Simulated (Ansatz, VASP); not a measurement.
## BaTe: VASP beside Ansatz

```xyz
2
Lattice="0.0000 3.3871 3.3871 3.3871 0.0000 3.3871 3.3871 3.3871 0.0000" Properties=species:S:1:pos:R:3 pbc="T T T"
Ba    0.0000    0.0000    0.0000
Te    3.3871    3.3871    3.3871
```

Alike in both runs: task single point; functional PBE; k mesh 7 × 7 × 7; occupations fermi-dirac, width 0.05 eV; no spin polarisation.

```csv
,VASP,Ansatz
version,VASP 6.6.1,Ansatz 0.2.0
potentials or method,"VASP PAW PBE potentials, release 64 (Ba_sv, Te)",Ansatz PAW
plane-wave cutoff (eV),520,420
valence electrons in the cell,16,26
```

VASP gave:

- gap on the k mesh at the Fermi level (eV): 1.33
- least direct gap on the mesh (eV): 1.71
- pressure (GPa): 5.2

Question: Estimate Ansatz's values.

Answer: gap on the k mesh at the Fermi level (eV): 1.43; least direct gap on the mesh (eV): 1.77; pressure (GPa): 4.7.

VASP's potentials hold 16 valence electrons a cell and Ansatz's 26, so a difference there can come from the potentials and not from the codes.

Neither program's run includes spin-orbit coupling. Noted on Ansatz's run: odd divisions of the mesh miss points on the zone boundary, where band edges often lie, so the gap on the mesh can be too wide.
